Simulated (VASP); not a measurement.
Write the native input for VASP 6.6.1 that does the following.

```
Task                   : single point
Functional             : PBE
Potentials or basis    : VASP PAW PBE potentials, release 64 (Pt)
Cutoff                 : 520 eV
k mesh                 : 12 × 12 × 12
Occupations            : gaussian, width 0.013 eV
Spin                   : no spin polarisation
Dipole correction      : no
Further INCAR settings : ALGO = Normal; EDIFF = 1e-06; NBANDS = 11
```

The structure of Pt lies in POSCAR:

```
Pt
1.0
   -1.5842200000      1.5842200000      1.5842200000
    1.5842200000     -1.5842200000      1.5842200000
    1.5842200000      1.5842200000     -1.5842200000
Pt
1
Direct
    0.0000000000      0.0000000000      0.0000000000
```

One way to write it, as run:

INCAR

```
SYSTEM = Pt
ALGO = Normal ; EDIFF = 1E-6
ENCUT = 520 ; GGA = PE
ISIF = 2 ; ISMEAR = 0
LASPH = .True. ; LCHARG = .True.
LELF = .True. ; LREAL = .False.
LVHAR = .True. ; LWAVE = .False.
NBANDS = 11 ; NELM = 100
PREC = Accurate ; SIGMA = 0.013000000000000001
```

KPOINTS

```
k-points
0
Gamma
  12 12 12
  0 0 0
```

Potentials or basis: VASP PAW PBE potentials, release 64 (Pt).

Launch:

```sh
$ cat potpaw_PBE.64/Pt/POTCAR > POTCAR
$ mpirun -np 1 vasp_std > vasp.out
```

Results of the run:

The pressure is -1.9 GPa and the band gap on the k mesh is zero (band 5 reaches 11.08 eV, above the bottom of band 6 at 8.94 eV).

Caveat: spin-orbit coupling is left out, which moves the levels of the heavy elements.

Wall time 8.6 s on 1 thread of AMD EPYC 7R13 Processor (Zen 3), on a shared host, peak memory 0.1 GiB.
